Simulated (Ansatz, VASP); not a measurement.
# Rb in VASP and in Ansatz

File INCAR:

```
  ALGO = Normal
  EDIFF = 1E-6
  ENCUT = 520
  GGA = PS
  ISIF = 2
  ISMEAR = -1
  LASPH = True
  LCHARG = False
  LREAL = False
  LWAVE = False
  NBANDS = 10
  NELM = 60
  PREC = Accurate
  SIGMA = 0.05
```

Contents of KPOINTS:

```
k-points
0
Gamma
  8 8 8
```

The input POSCAR:

```
Rb
1.0
   -2.7871672178      2.7871672178      2.7871672178
    2.7871672178     -2.7871672178      2.7871672178
    2.7871672178      2.7871672178     -2.7871672178
Rb
1
Direct
    0.0000000000      0.0000000000      0.0000000000
```

Input for Ansatz:

```yaml
crystal:
  lattice:
    - [-2.7871672178, 2.7871672178, 2.7871672178]
    - [2.7871672178, -2.7871672178, 2.7871672178]
    - [2.7871672178, 2.7871672178, -2.7871672178]
  atoms:
    - { symbol: Rb, position: [0.0, 0.0, 0.0] }
kpoints:
  mp_grid: { grid: [8, 8, 8] }
  band_path:
    path:
      - [0.0, 0.0, 0.0]
      - [0.5, -0.5, 0.5]
      - [0.0, 0.0, 0.5]
      - [0.0, 0.0, 0.0]
      - [0.25, 0.25, 0.25]
      - [0.5, -0.5, 0.5]
      - [0.25, 0.25, 0.25]
      - [0.0, 0.0, 0.5]
    npoints: 5
scf:
  occupations: { method: fermi_dirac, width: 0.05 }
hamiltonian:
  xc: pbesol
  pseudopotentials: { kind: all_electron, lapw: { basis_error: 0.001 } }
output:
  forces: true
  stress: true
  eigenvalues: true
```

Change from the starting cell: volume scaled by 0.98.

Alike in both runs: task single point; functional PBEsol; k mesh 8 × 8 × 8; occupations fermi-dirac, width 0.05 eV; no spin polarisation.

|  | VASP | Ansatz |
| --- | --- | --- |
| version | VASP 6.6.1 | Ansatz 0.2.0 |
| potentials or method | VASP PAW PBE potentials, release 64 (Rb_sv), cutoff 520 eV | all-electron LAPW, scalar-relativistic |

```csv
,VASP,Ansatz,Ansatz less VASP
pressure (GPa),0.0,0.0,0.00
```

VASP's potentials were made for PBE, not for PBEsol. Ansatz ran all-electron here, and VASP with PAW potentials.
